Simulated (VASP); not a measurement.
Here is a VASP 6.6.1 calculation.

File INCAR:

```
ALGO = Normal
EDIFF = 1E-6
ENCUT = 520
ISIF = 2
ISMEAR = -1
LASPH = T
LCHARG = T
LELF = T
LREAL = F
LVHAR = T
LWAVE = F
NBANDS = 30
NELM = 100
PREC = Accurate
SIGMA = 0.03
```

File KPOINTS:

```
k-points
0
Gamma
  9 9 9
```

Contents of POSCAR:

```
Pt3Pb
1.0
    4.0580000000      0.0000000000      0.0000000000
    0.0000000000      4.0580000000      0.0000000000
    0.0000000000      0.0000000000      3.9768400000
Pt Pb
3 1
Direct
    0.0000000000      0.5000000000      0.5000000000
    0.5000000000      0.0000000000      0.5000000000
    0.5000000000      0.5000000000      0.0000000000
    0.0000000000      0.0000000000      0.0000000000
```

Potentials or basis: VASP PAW LDA potentials, release 64 (Pt, Pb_d).

Command:

```console
$ cat potpaw_LDA.64/Pt/POTCAR potpaw_LDA.64/Pb_d/POTCAR > POTCAR
$ mpirun -np 1 vasp_std > vasp.out
```

Q: What does it give for the pressure?

A: 2.3 GPa.

Q: What does it give for the band gap on the k mesh?

A: Zero (bands 22 and 23 overlap by 0.47 eV).

Stress tensor (GPa, compression positive):
```
1.67 0.00 0.00
0.00 1.67 0.00
0.00 0.00 3.43
```

Caveat: the cell differs from its parent crystal (zz strain of -2 %); spin-orbit coupling is left out, which moves the levels of the heavy elements.
